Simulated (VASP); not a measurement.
A run of VASP 6.6.1 is set up as follows.

Contents of INCAR:

```
SYSTEM = HfB2
  ALGO = Normal
  EDIFF = 1E-7
  ENCUT = 520
  GGA = PE
  ISIF = 2
  ISMEAR = -1
  LASPH = .TRUE.
  LCHARG = .FALSE.
  LREAL = .FALSE.
  LWAVE = .FALSE.
  NBANDS = 15
  NELM = 100
  PREC = Accurate
  SIGMA = 0.1
```

File KPOINTS:

```
k-points
0
G
  11 11 8
  0 0 0
```

The input POSCAR:

```
HfB2
1.0
    3.1948582252      0.0000000000      0.0000000000
   -1.5974291126      2.7668286207      0.0000000000
    0.0000000000      0.0000000000      3.5407982878
Hf B
1 2
Direct
    0.0000000000      0.0000000000      0.0000000000
    0.3333333333      0.6666666667      0.5000000000
    0.6666666667      0.3333333333      0.5000000000
```

Potentials or basis: VASP PAW PBE potentials, release 64 (Hf_pv, B).

Launch:

```sh
$ cat potpaw_PBE.64/Hf_pv/POTCAR potpaw_PBE.64/B/POTCAR > POTCAR
$ mpirun -np 1 vasp_std > vasp.out
```

(1) Estimate the band gap on the k mesh.

(2) Estimate the pressure.

Results:

(1) zero (band 8 reaches 7.82 eV, above the bottom of band 9 at 6.79 eV).

(2) -11.1 GPa.

Caveat: spin-orbit coupling is left out, which moves the levels of the heavy elements.
